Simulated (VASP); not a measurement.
A run of VASP 6.6.1:

File INCAR:

```
SYSTEM = Eu
  ALGO = Normal
  EDIFF = 1E-6
  EDIFFG = -0.005
  ENCUT = 600
  GGA = PE
  IBRION = 2
  ISIF = 3
  ISMEAR = -1
  ISPIN = 2
  LASPH = .TRUE.
  LCHARG = .FALSE.
  LMAXMIX = 6
  LORBIT = 11
  LREAL = .FALSE.
  LWAVE = .FALSE.
  MAGMOM = 7
  NELM = 150
  NSW = 60
  PREC = Accurate
  PSTRESS = -4.1
  SIGMA = 0.1
```

The input KPOINTS:

```
k-points
0
G
  12 12 12
  0 0 0
```

Contents of POSCAR:

```
Eu
1.0
    0.0000000000      2.7765587861      2.7765587861
    2.7765587861      0.0000000000      2.7765587861
    2.7765587861      2.7765587861      0.0000000000
Eu
1
Direct
    0.0000000000      0.0000000000      0.0000000000
```

Potentials or basis: VASP PAW PBE potentials, release 64 (Eu).

Command:

```console
$ cat potpaw_PBE.64/Eu/POTCAR > POTCAR
$ mpirun -np 1 vasp_std > vasp.out
```

Hardware: 1 thread of Intel(R) Xeon(R) 6975P-C (Granite Rapids), with other jobs on the host.

Problem. How long does it take, and how much memory?

Solution. Wall time 7 min on 1 thread of Intel(R) Xeon(R) 6975P-C (Granite Rapids) (shared host), peak memory 0.3 GiB. Counts: scf iterations 121, k points 72, ion steps 11.
